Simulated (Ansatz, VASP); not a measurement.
## One calculation of K, two programs

```
CELL_PARAMETERS angstrom
4.50972 0.00000 0.00000
-2.25486 3.90554 0.00000
0.00000 0.00000 7.34321
ATOMIC_POSITIONS crystal
K 0.33333 0.66667 0.25000
K 0.66667 0.33333 0.75000
```

Alike in both runs: functional LDA; k mesh 8 × 8 × 4; occupations fermi-dirac, width 0.1 eV; no spin polarisation.

Ansatz relaxed the structure, and its values are those at the end. VASP's run is a single point on that final structure, the one shown.

```csv
,VASP,Ansatz
version,VASP 6.6.1,Ansatz 0.2.0
potentials or method,"VASP PAW LDA potentials, release 64 (K_sv), cutoff 520 eV","plane waves (420 eV) with PAW, scalar-relativistic"
valence electrons in the cell,18,18
```

|  | VASP | Ansatz | Ansatz less VASP |
| --- | --- | --- | --- |
| pressure (GPa) | 0.0 | 0.0 | +0.02 |

Ansatz warns that its potentials were made for another functional, while VASP's fit it. LDA's correlation is that of Perdew and Zunger in VASP and of Perdew and Wang (1992) in Ansatz.
